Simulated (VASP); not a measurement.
TaN, 2 atoms in the cell. Symmetry: P-6m2, No. 187, hexagonal system. Conventional cell: a = 2.851 Å, b = 2.851 Å, c = 2.799 Å, α = 90.00°, β = 90.00°, γ = 120.00°. Within 2.9 Å of Ta (site symmetry -6m2) lie 6 N at 2.16 Å and 8 Ta at 2.80 to 2.85 Å. Within 2.9 Å of N (site symmetry -6m2) lie 6 Ta at 2.16 Å and 8 N at 2.80 to 2.85 Å. 

- Program: VASP 6.6.1
- Task: single point
- Functional: PBEsol
- Potentials or basis: VASP PAW PBE potentials, release 64 (Ta_pv, N)
- Cutoff: 520 eV
- k mesh: 18 × 18 × 16
- Occupations: gaussian, width 0.15 eV
- Spin: no spin polarisation
- Dipole correction: no
- Further INCAR settings: ALGO = Normal; EDIFF = 1e-06; NBANDS = 15

Potentials or basis: VASP PAW PBE potentials, release 64 (Ta_pv, N).

The run is started by

```bash
$ cat potpaw_PBE.64/Ta_pv/POTCAR potpaw_PBE.64/N/POTCAR > POTCAR
$ mpirun -np 1 vasp_std > vasp.out
```

Hardware: 1 thread of Intel(R) Xeon(R) 6975P-C (Granite Rapids) (shared host).

Question: How long does it take, and how much memory?

Answer: Wall time 28 s on 1 thread of Intel(R) Xeon(R) 6975P-C (Granite Rapids) (shared host), peak memory 0.21 GiB. Counts: scf iterations 13, k points 333.
